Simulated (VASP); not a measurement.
Crystal: MgAs2C.

```
CELL_PARAMETERS angstrom
3.62394 0.00000 0.00000
0.00000 3.62394 0.00000
0.00000 0.00000 10.25005
ATOMIC_POSITIONS crystal
Mg 0.50000 0.00000 0.87500
Mg 0.00000 0.50000 0.12500
As 0.50000 0.50000 0.00000
As 0.00000 0.00000 0.25000
As 0.50000 0.50000 0.50000
As 0.00000 0.00000 0.75000
C 0.50000 0.00000 0.37500
C 0.00000 0.50000 0.62500
```

- Program: VASP 6.6.1
- Task: relaxation of cell and atoms
- Functional: PBEsol
- Potentials or basis: VASP PAW PBE potentials, release 64 (Mg, As, C)
- Cutoff: 600 eV
- k mesh: 6 × 6 × 2
- Occupations: fermi-dirac, width 0.03 eV
- Spin: no spin polarisation

At the start: pressure 15.5 GPa; volume 16.83 Å³/atom.

Question: Where does the relaxation end?

Answer: Over 18 steps the energy falls by 663.7 meV/atom and the volume is 18.39 Å³/atom (+9.3 %); space group P-4m2 (No. 115, to 0.1 Å) before and after.

The path:
```tsv
step	energy change (eV)	largest force (eV/Å)	pressure (GPa)	volume (Å³)
1	0.0000	5.8716	15.48	134.61
2	-2.5219	1.6236	-5.57	168.84
3	-2.5404	1.8840	-4.34	164.88
4	-3.3397	1.2191	-2.28	157.41
5	-3.9827	2.4788	3.90	144.75
6	-4.4550	2.2962	3.39	144.47
7	-5.1601	1.2407	3.15	143.24
8	-5.2897	0.3894	-0.24	148.04
9	-5.2924	0.2463	-0.74	148.86
10	-5.3030	0.0976	-0.31	147.85
11	-5.3058	0.1539	0.06	147.03
12	-5.3080	0.0805	0.09	146.97
13	-5.3090	0.0437	0.13	146.91
14	-5.3094	0.0312	-0.05	147.19
15	-5.3094	0.0313	-0.06	147.23
16	-5.3095	0.0174	-0.03	147.15
17	-5.3095	0.0143	0.02	147.06
18	-5.3096	0.0053	0.01	147.09
```

Final structure:
```cif
data_structure
_symmetry_space_group_name_H-M 'P 1'
_symmetry_Int_Tables_number 1
_cell_length_a 3.5121
_cell_length_b 3.5121
_cell_length_c 11.9251
_cell_angle_alpha 90.000
_cell_angle_beta 90.000
_cell_angle_gamma 90.000
_cell_volume 147.09
loop_
_atom_site_label
_atom_site_type_symbol
_atom_site_fract_x
_atom_site_fract_y
_atom_site_fract_z
_atom_site_occupancy
Mg1 Mg 0.50000 0.00000 0.84617 1
Mg2 Mg 0.00000 0.50000 0.15383 1
As1 As 0.50000 0.50000 0.00000 1
As2 As 0.00000 0.00000 0.32059 1
As3 As 0.50000 0.50000 0.50000 1
As4 As 0.00000 0.00000 0.67941 1
C1 C 0.50000 0.00000 0.41193 1
C2 C 0.00000 0.50000 0.58807 1
```

Caveat: a cell axis changed by over 15 % at a fixed basis, so the end point is rough; the PAW data sets were made with another functional, which shifts forces and pressure a little.
